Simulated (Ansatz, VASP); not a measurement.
## Two plane-wave programs on Zn3GeO

```
Zn Ge O
1.0
     3.03373    0.00000    0.00000
     0.00000    3.03373    0.00000
     0.00000    0.00000    8.37414
Zn Ge O
3 1 1
Direct
  0.00000 0.00000 0.80374
  0.00000 0.00000 0.19626
  0.50000 0.50000 0.00000
  0.00000 0.00000 0.50000
  0.50000 0.50000 0.50000
```

Alike in both runs: functional PBE; k mesh 12 × 12 × 6; occupations gaussian, width 0.1 eV; no spin polarisation.

Ansatz relaxed the structure, and its values are those at the end. VASP's run is a single point on that final structure, the one shown.

```csv
,VASP,Ansatz
version,VASP 6.6.1,Ansatz 0.2.0
potentials or method,"VASP PAW PBE potentials, release 64 (Zn, Ge_d, O), cutoff 520 eV","scalar-relativistic, plane waves, PAW"
valence electrons in the cell,56,56
```

|  | VASP | Ansatz | Ansatz less VASP |
| --- | --- | --- | --- |
| gap on the k mesh at the Fermi level (eV) | none | none | - |
| pressure (GPa) | 0.2 | 0.0 | -0.25 |

A gap of «none» marks a metal or a gap that the smearing closes.
